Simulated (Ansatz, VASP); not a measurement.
**Rh in VASP and in Ansatz**

```
CELL_PARAMETERS angstrom
2.61690 0.00000 0.00000
-1.30845 2.26630 0.00000
0.00000 0.00000 4.75359
ATOMIC_POSITIONS crystal
Rh 0.66667 0.33333 0.75000
Rh 0.33333 0.66667 0.25000
```

Alike in both runs: task single point; functional PBEsol; k mesh 21 × 21 × 12; occupations gaussian, width 0.15 eV; no spin polarisation.

|  | VASP | Ansatz |
| --- | --- | --- |
| version | VASP 6.6.1 | Ansatz 0.2.0 |
| potentials or method | VASP PAW PBE potentials, release 64 (Rh_pv), cutoff 520 eV | scalar-relativistic, plane waves, PAW |
| valence electrons in the cell | 30 | 34 |

```tsv
	VASP	Ansatz	Ansatz less VASP
gap on the k mesh at the Fermi level (eV)	none	none	-
pressure (GPa)	-6.6	-6.5	+0.09
traceless stress, the component that is largest in VASP (GPa)	-20.78	-20.84	-0.059
```

VASP's potentials were made for PBE, not for PBEsol, and Ansatz warns of the same on its side. A gap of «none» marks a metal or a gap that the smearing closes. The functional is the same, so the differences come from potentials, cutoffs and numerics. VASP's potentials hold 30 valence electrons a cell and Ansatz's 34, so a difference there can come from the potentials and not from the codes.
